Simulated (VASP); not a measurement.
# Ge: relaxation of cell and atoms with PBEsol

Ge:

```
Ge
1.0
     0.00000    2.09903    2.09903
     2.09903    0.00000    2.09903
     2.09903    2.09903    0.00000
Ge
1
Cartesian
  0.0000 0.0000 0.0000
```

This isn't the form of Ge at room conditions, which is diamond.

- Program: VASP 6.6.1
- Task: relaxation of cell and atoms
- Functional: PBEsol
- Potentials or basis: VASP PAW PBE potentials, release 64 (Ge_d)
- Cutoff: 600 eV
- k mesh: 18 × 18 × 18
- Occupations: gaussian, width 0.1 eV
- Spin: no spin polarisation
- Dipole correction: no
- Further INCAR settings: ALGO = Normal; EDIFF = 1e-06; IBRION = 2; EDIFFG = -0.01; NSW = 80; ISIF = 3

The relaxed volume is 18.58 Å³/atom. The relaxed cell is a = 2.973 Å, b = 2.973 Å, c = 2.973 Å, α = 60.00°, β = 60.00°, γ = 60.00° and the space group after relaxing (to 0.1 Å) is Fm-3m (No. 225). The energy gained by relaxing is 0.1 meV/atom. The ionic steps are 2 and the pressure after relaxing is 0.1 GPa. The band gap on the k mesh is zero (bands 7 and 8 overlap by 11.51 eV).

Step by step:
| step | energy change (eV) | largest force (eV/Å) | pressure (GPa) | volume (Å³) |
| --- | --- | --- | --- | --- |
| 1 | 0.0000 | 0.0000 | 0.28 | 18.50 |
| 2 | -0.0001 | 0.0000 | 0.06 | 18.58 |

Final structure:
```
Ge
1.0
     0.00000    2.10236    2.10236
     2.10236    0.00000    2.10236
     2.10236    2.10236    0.00000
Ge
1
Direct
  0.00000 0.00000 0.00000
```

Levels at points of the mesh, in eV from the Fermi level:
```tsv
k point	band 5	band 6	band 7	band 8	band 9	band 10
(0.00, 0.00, 0.00)	-24.62	-13.34	9.10	9.10	9.10	14.15
(0.50, 0.00, 0.00)	-24.57	-7.95	-5.67	6.98	6.98	12.33
(0.50, 0.50, 0.00)	-24.56	-5.58	-4.38	2.64	2.64	6.44
```

Wall time 28 s on 1 thread of Intel(R) Xeon(R) Platinum 8259CL CPU @ 2.50GHz (Skylake/Cascade Lake) (shared host), peak memory 0.18 GiB.

Caveat: the PAW data sets were made with another functional, which shifts forces and pressure a little. Zero-point motion and thermal expansion aren't in these numbers.
